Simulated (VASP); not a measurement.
# Si4C (I4_1/a) in VASP: settings compared, part 2 of 2

VASP 6.6.1.

**4. Relaxation of cell and atoms, PBE**

File INCAR:

```
ALGO     = Normal         # electronic algorithm
EDIFF    = 1E-6           # SCF threshold, eV
EDIFFG   = -0.01          # ionic threshold
ENCUT    = 600            # plane-wave cutoff, eV
GGA      = PE             # functional
IBRION   = 2              # ionic algorithm
ISIF     = 3              # what is computed and relaxed
ISMEAR   = 0              # smearing method
LASPH    = T              # aspherical terms in the spheres
LCHARG   = F              # write CHGCAR
LREAL    = F              # projectors in reciprocal space
LWAVE    = F              # write WAVECAR
NELM     = 60             # most SCF steps
NSW      = 100            # ionic steps
PREC     = Accurate       # precision mode
SIGMA    = 0.02           # smearing width, eV
```

File KPOINTS:

```
k-points
0
Gamma
  6 6 6
```

File POSCAR:

```
Si4C
1.0
   -3.9800032209      3.9800032209      2.5176655094
    3.9800032209     -3.9800032209      2.5176655094
    3.9800032209      3.9800032209     -2.5176655094
Si C
8 2
Direct
    0.2991375831      0.0280177780      0.9056728646
    0.6065352815      0.7008624169      0.7288801949
    0.6276550866      0.8565352815      0.4056728646
    0.1223449134      0.3934647185      0.0943271354
    0.1434647185      0.5491375831      0.7711198051
    0.9719822220      0.8776550866      0.2711198051
    0.4508624169      0.2219822220      0.5943271354
    0.7780177780      0.3723449134      0.2288801949
    0.0000000000      0.0000000000      0.0000000000
    0.7500000000      0.2500000000      0.5000000000
```

Potentials or basis: VASP PAW PBE potentials, release 64 (Si, C).

The run is started by

```
cat potpaw_PBE.64/Si/POTCAR potpaw_PBE.64/C/POTCAR > POTCAR
mpirun -np 1 vasp_std > vasp.out
```

OUTCAR:

```text
EDIFF = 1E-6
   EDIFFG = -0.01
   ENCUT = 600
   GGA = PE
   IBRION = 2
   ISIF = 3
   ISMEAR = 0
   LASPH = T
   LREAL = F
   NELM = 60
   NSW = 100
   PREC = Accurate

 ion  position               nearest neighbor table
   1  0.299  0.028  0.906-   9 1.93   5 2.34   8 2.34   7 2.42   2 3.12   6 3.12
   2  0.607  0.701  0.729-   9 1.93   7 2.34   3 2.34   5 2.42   1 3.12   4 3.12
   3  0.628  0.857  0.406-  10 1.93   6 2.34   2 2.34   4 2.42   5 3.12   8 3.12
   4  0.122  0.393  0.094-   9 1.93   8 2.34   5 2.34   3 2.42   6 3.12   2 3.12
   5  0.143  0.549  0.771-  10 1.93   1 2.34   4 2.34   2 2.42   7 3.12   3 3.12
   6  0.972  0.878  0.271-   9 1.93   7 2.34   3 2.34   8 2.42   4 3.12   1 3.12
   7  0.451  0.222  0.594-  10 1.93   2 2.34   6 2.34   1 2.42   5 3.12   8 3.12
   8  0.778  0.372  0.229-  10 1.93   4 2.34   1 2.34   6 2.42   7 3.12   3 3.12
   9  0.000  0.000  0.000-   1 1.93   4 1.93   2 1.93   6 1.93
  10  0.750  0.250  0.500-   3 1.93   7 1.93   5 1.93   8 1.93

  LATTYP: Found a body centered tetragonal cell.
 ALAT       =     7.9600064418
 C/A-ratio  =     0.6325787618

  Lattice vectors:

 A1 = (  -3.9800032209,   3.9800032209,   2.5176655094)
 A2 = (   3.9800032209,  -3.9800032209,   2.5176655094)
 A3 = (   3.9800032209,   3.9800032209,  -2.5176655094)

Analysis of symmetry for initial positions (statically):
=====================================================================
 Subroutine PRICEL returns:
 Original cell was already a primitive cell.

 Routine SETGRP: Setting up the symmetry group for a
 body centered tetragonal supercell.

 Subroutine GETGRP returns: Found  8 space group operations
 (whereof  4 operations were pure point group operations)
 out of a pool of 16 trial point group operations.

The static configuration has the point symmetry S_4 .
 The point group associated with its full space group is C_4h.

Analysis of symmetry for dynamics (positions and initial velocities):
=====================================================================
 Subroutine PRICEL returns:
 Original cell was already a primitive cell.

 Routine SETGRP: Setting up the symmetry group for a
 body centered tetragonal supercell.

 Subroutine GETGRP returns: Found  8 space group operations
 (whereof  4 operations were pure point group operations)
 out of a pool of 16 trial point group operations.

The dynamic configuration has the point symmetry S_4 .
 The point group associated with its full space group is C_4h.

 Subroutine INISYM returns: Found  8 space group operations
 (whereof  4 operations are pure point group operations),
 and found     1 'primitive' translations

----------------------------------------------------------------------------------------

                                     Primitive cell

  volume of cell :     159.5236

  direct lattice vectors                    reciprocal lattice vectors
    -3.980003221  3.980003221  2.517665509     0.000000000  0.125628039  0.198596675
     3.980003221 -3.980003221  2.517665509     0.125628039  0.000000000  0.198596675
     3.980003221  3.980003221 -2.517665509     0.125628039  0.125628039  0.000000000

  length of vectors
     6.165994721  6.165994721  6.165994721     0.234995838  0.234995838  0.177664877

  position of ions in fractional coordinates (direct lattice)
     0.299137583  0.028017778  0.905672865
     0.606535282  0.700862417  0.728880195
     0.627655087  0.856535282  0.405672865
     0.122344913  0.393464718  0.094327135
[... 70 lines left out ...]
 -0.333333  0.333333 -0.166667      4.000000
 -0.166667  0.333333  0.166667      8.000000
 [... further k-points ...]
   k-points           NKPTS =     36   k-points in BZ     NKDIM =     36   number of bands    NBANDS=     26
   number of dos      NEDOS =    301   number of ions     NIONS =     10
   total plane-waves  NPLWV = 125000
   dimension x,y,z NGX =    50 NGY =   50 NGZ =   50
   dimension x,y,z NGXF=   100 NGYF=  100 NGZF=  100
   ions per type =               8   2
   NGX,Y,Z   is equivalent  to a cutoff of  13.48, 13.48, 13.48 a.u.
   NGXF,Y,Z  is equivalent  to a cutoff of  26.96, 26.96, 26.96 a.u.
 SYSTEM =  unknown system
   PREC   = accura    normal or accurate (medium, high low for compatibility)
   ISTART =      0    job   : 0-new  1-cont  2-samecut
   ICHARG =      2    charge: 1-file 2-atom 10-const
   ISPIN  =      1    spin polarized calculation?
   LNONCOLLINEAR =      F non collinear calculations
   LSORBIT =      F    spin-orbit coupling
   LASPH  =      T    aspherical Exc in radial PAW
   ENCUT  =  600.0 eV  44.10 Ry    6.64 a.u.  12.32 12.32 12.32*2*pi/ulx,y,z
   NELM   =     60;   NELMIN=  2; NELMDL= -5     # of ELM steps
   EDIFF  = 0.1E-05   stopping-criterion for ELM
   LREAL  =      F    real-space projection
   EDIFFG = -.1E-01   stopping-criterion for IOM
   NSW    =    100    number of steps for IOM
   IBRION =      2    ionic relax: 0-MD 1-quasi-New 2-CG
   NFREE  =      1    steps in history (QN), initial steepest desc. (CG)
   ISIF   =      3    stress and relaxation
   ISYM   =      2    0-nonsym 1-usesym 2-fastsym
   POTIM  = 0.5000    time-step for ionic-motion
   TEBEG  =    0.0;   TEEND  =   0.0 temperature during run
   PSTRESS=    0.0 pullay stress
   NELECT =      40.0000    total number of electrons
   NUPDOWN=      -1.0000    fix difference up-down
   EMIN   =  10.00;   EMAX   =-10.00  energy-range for DOS
   EFERMI =   0.00;   METHOD = LEGACY
   ISMEAR =     0;   SIGMA  =   0.02  broadening in eV -4-tet -1-fermi 0-gaus
   EFERMI_NEDOS =   21; number of points for ismear=-14 and -15
   IALGO  =     38    algorithm
   IMIX   =      4    mixing-type and parameters
     AMIX     =   0.40;   BMIX     =  1.00
     AMIX_MAG =   1.60;   BMIX_MAG =  1.00
  volume/ion in A,a.u.               =      15.95       107.65
  Fermi-wavevector in a.u.,A,eV,Ry     =   1.032333  1.950827 14.499888  1.065712
  Thomas-Fermi vector in A             =   2.166526
   LORBIT       =      0    0 simple, 1 ext, 2 COOP (PROOUT), +10 PAW based schemes
   GGA     = PE    functional components
   LHFCALC =     F    Hartree Fock is set to
   AEXX    =    0.0000 exact exchange contribution
   IVDW    =     0    specifies the selected vdW correction
   LEPSILON=     F    determine dielectric tensor
   LRPA    =     F    only Hartree local field effects (RPA)
 conjugate gradient relaxation of ions
 non-spin polarized calculation
 Gauss-broadening in eV      SIGMA  =   0.02
  energy-cutoff  :      600.00
  volume of cell :      159.52
 maximum number of plane-waves:      5366
 NGX is ok and might be reduce to    50
   NGX = 25   NGY = 25   NGZ = 25

--------------------------------------- Ionic step        1  -------------------------------------------

 number of electron      40.0000000 magnetization

 Free energy of the ion-electron system (eV)
  ---------------------------------------------------
  ext. energy  EPLUGINS =         0.00000000
  ---------------------------------------------------
  free energy    TOTEN  =       -60.85460841 eV

  energy without entropy =      -60.85460841  energy(sigma->0) =      -60.85460841

------------------------ aborting loop because EDIFF is reached ----------------------------------------

  FORCE on cell =-STRESS in cart. coord.  units (eV):
  Direction    XX          YY          ZZ          XY          YZ          ZX
  --------------------------------------------------------------------------------------
  -------------------------------------------------------------------------------------
  Total       -0.5050528     -0.5050528      0.0840863      0.0000000      0.0000000      0.0000000
  in kB       -5.0725053     -5.0725053      0.8445215      0.0000001      0.0000000      0.0000000
  external PRESSURE =      -3.1001631 kB  Pullay stress =       0.0000000 kB
[... 207 lines left out ...]
--------------------------------------- Ionic step        6  -------------------------------------------

 number of electron      40.0000000 magnetization

 Free energy of the ion-electron system (eV)
  ---------------------------------------------------
  ext. energy  EPLUGINS =         0.00000000
  ---------------------------------------------------
  free energy    TOTEN  =       -60.85704568 eV

  energy without entropy =      -60.85704568  energy(sigma->0) =      -60.85704568

 E-fermi :   6.9209     XC(G=0): -10.0676

 val. band max:        6.7805491670   @ k =   0.0000   0.0000   0.0000
 cond. band min:       7.6082676939   @ k =   0.5000   0.5000   0.0000
 fundamental gap:      0.8277185269
 Fermi energy:         6.9209249385

 k-point     1 :       0.0000    0.0000    0.0000
  band No.  band energies     occupation
      1      -7.1242      2.00000
      2      -5.6006      2.00000
      3      -2.1503      2.00000
      4      -2.1503      2.00000
      5      -1.7857      2.00000
      6      -1.7484      2.00000
[... 685 lines left out ...]
     25       9.9253      0.00000
     26      10.2573      0.00000

 [... further k-points ...]
[... 5 lines left out ...]
  --------------------------------------------------------------------------------------
  -------------------------------------------------------------------------------------
  Total        0.0115794      0.0115794     -0.0698661      0.0000000      0.0000000      0.0000000
  in kB        0.1165688      0.1165688     -0.7033331      0.0000001      0.0000000      0.0000000
  external PRESSURE =      -0.1567318 kB  Pullay stress =       0.0000000 kB
[... 25 lines left out ...]
  FREE ENERGIE OF THE ION-ELECTRON SYSTEM (eV)
  ---------------------------------------------------
  free  energy   TOTEN  =       -60.8570456753 eV

  energy  without entropy=      -60.8570456753  energy(sigma->0) =      -60.85704568

 reached required accuracy - stopping structural energy minimisation
```

Wall time 6.9 min (1 thread of Intel Xeon Platinum 8488C (Sapphire Rapids), shared host); peak memory 0.43 GiB.

Results:

| Quantity | Value |
| --- | --- |
| Free energy | -60.8570 eV |
| Relaxed volume | 15.92 Å³/atom |
| Relaxed cell | a = 6.155 Å, b = 6.155 Å, c = 6.155 Å, α = 99.69°, β = 99.69°, γ = 131.55° |
| Space group after relaxing (to 0.1 Å) | I4_1/a (No. 88) |
| Energy gained by relaxing | 0.2 meV/atom |
| Ionic steps | 6 |
| Pressure after relaxing | 0.0 GPa |
| Largest force after relaxing | 0.008 eV/Å |
| Band gap on the k mesh | 0.83 eV (least direct gap 1.51 eV) |

Forces in eV/Å, atoms in the order of the input:
```
Si  -0.006 -0.002 -0.005
Si   0.002 -0.006  0.005
Si  -0.006 -0.002  0.005
Si   0.006  0.002 -0.005
Si  -0.002  0.006 -0.005
Si  -0.002  0.006  0.005
Si   0.006  0.002  0.005
Si   0.002 -0.006 -0.005
C    0.000  0.000  0.000
C    0.000  0.000  0.000
```

Stress tensor (GPa, compression positive):
```
 0.01  0.00  0.00
 0.00  0.01  0.00
 0.00  0.00 -0.07
```

Step by step:
```
step  energy change (eV)  largest force (eV/Å)  pressure (GPa)  volume (Å³)
   1              0.0000                0.0630           -0.31       159.52
   2             -0.0016                0.0281            0.25       158.81
   3             -0.0017                0.0240            0.16       158.93
   4             -0.0022                0.0219            0.01       159.14
   5             -0.0023                0.0235           -0.06       159.23
   6             -0.0024                0.0078           -0.02       159.15
```

Final structure:
```
CELL_PARAMETERS angstrom
-3.96917 3.96917 2.52555
3.96917 -3.96917 2.52555
3.96917 3.96917 -2.52555
ATOMIC_POSITIONS crystal
Si 0.29869 0.02704 0.90518
Si 0.60649 0.70131 0.72835
Si 0.62814 0.85649 0.40518
Si 0.12186 0.39351 0.09482
Si 0.14351 0.54869 0.77165
Si 0.97296 0.87814 0.27165
Si 0.45131 0.22296 0.59482
Si 0.77704 0.37186 0.22835
C 0.00000 0.00000 0.00000
C 0.75000 0.25000 0.50000
```

Levels at points of the mesh, in eV from the valence-band top:
```
           k point  band 16  band 17  band 18  band 19  band 20  band 21  band 22  band 23  band 24  band 25
(0.00, 0.00, 0.00)    -3.62    -2.56    -0.18    -0.18     0.00     2.31     2.94     2.94     2.97     4.03
(0.50, 0.00, 0.00)    -1.99    -1.66    -1.33    -0.96    -0.65     1.61     2.90     3.14     3.29     3.45
(0.50, 0.50, 0.00)    -2.64    -1.76    -1.76    -0.81    -0.81     0.83     0.83     2.56     2.56     2.95
(0.50, 0.50, 0.50)    -2.70    -1.82    -1.82    -1.68    -1.68     1.04     1.04     1.89     1.89     2.31
```

A k mesh can miss the band edges.

**5. The runs side by side**

```tsv
task	level	cell	cutoff (eV)	gap on the mesh (eV)	pressure (GPa)	largest force (eV/Å)
single point	PBE	a = 6.157 Å, angles 99.7, 99.7, 131.6°, 10 atoms	520	0.83	-0.1	0.01
single point	r2SCAN	a = 6.157 Å, angles 99.7, 99.7, 131.6°, 10 atoms	520	1.06	-1.8	0.07
relaxation of cell and atoms	PBE	relaxed from a = 6.166 Å, angles 99.6, 99.6, 131.8°, 10 atoms	600	0.83	0.0	0.01
```

Alike in all rows: potentials or basis VASP PAW PBE potentials, release 64 (Si, C); no spin polarisation; k mesh 6 × 6 × 6; smearing gaussian 0.02 eV.

Caveats: the PAW data sets were made with another functional, which shifts forces and pressure a little (at least some runs).

Total energies depend on the potentials used, so only differences within one code and one set of settings carry meaning.
